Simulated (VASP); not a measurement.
Here is a VASP 6.6.1 calculation.

File INCAR:

```
PREC = Accurate
ENCUT = 520
EDIFF = 1E-7
ISMEAR = 0
SIGMA = 0.05
LREAL = False
LASPH = True
NELM = 80
ALGO = Normal
ISIF = 2
LWAVE = False
LCHARG = False
GGA = PE
NBANDS = 15
```

File KPOINTS:

```
regular mesh
0
Gamma
  8 8 8
```

File POSCAR:

```
KF
1.0
   -0.1278181870      2.6111429635      2.6111429635
    2.6111429635     -0.1278181870      2.6111429635
    2.6111429635      2.6111429635     -0.1278181870
K F
1 1
Direct
    0.0000000000      0.0000000000      0.0000000000
    0.5000000000      0.5000000000      0.5000000000
```

Potentials or basis: VASP PAW PBE potentials, release 64 (K_sv, F).

Command:

```console
$ cat potpaw_PBE.64/K_sv/POTCAR potpaw_PBE.64/F/POTCAR > POTCAR
$ mpirun -np 1 vasp_std > vasp.out
```

Estimate the band gap on the k mesh.

6.09 eV, direct.

Estimate the pressure.

1.3 GPa.

Stress tensor (GPa, compression positive):
```
1.27 0.53 0.53
0.53 1.27 0.53
0.53 0.53 1.27
```

 A k mesh can miss the band edges.
